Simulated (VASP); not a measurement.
Input of a VASP 6.6.1 run:

File INCAR:

```
SYSTEM = HfN
  PREC = Accurate
  ENCUT = 520
  EDIFF = 1E-6
  ISMEAR = 1
  SIGMA = 0.1
  LREAL = .FALSE.
  LASPH = .TRUE.
  NELM = 100
  ALGO = Normal
  ISIF = 2
  LWAVE = .FALSE.
  LCHARG = .FALSE.
  NBANDS = 23
```

File KPOINTS:

```
Automatic mesh
0
G
  8 8 4
  0 0 0
```

File POSCAR:

```
HfN
1.0
    3.0771751408      0.0000000000      0.0000000000
   -1.5385826609      2.6649062734      0.0000000000
    0.0000000000      0.0000000000      5.3187072978
Hf N
2 2
Direct
    0.6666666667      0.3333333333      0.7500000000
    0.3333333333      0.6666666667      0.2500000000
    0.0000000000      0.0000000000      0.0000000000
    0.0000000000      0.0000000000      0.5000000000
```

Potentials or basis: VASP PAW LDA potentials, release 64 (Hf_pv, N).

Command:

```sh
$ cat potpaw_LDA.64/Hf_pv/POTCAR potpaw_LDA.64/N/POTCAR > POTCAR
$ mpirun -np 1 vasp_std > vasp.out
```

(1) Estimate the band gap on the k mesh.

(2) Estimate the pressure.

## Answers

(1) zero (bands 15 and 16 overlap by 2.46 eV).

(2) 6.2 GPa.

Caveat: the cell stands under pressure; spin-orbit coupling is left out, which moves the levels of the heavy elements.
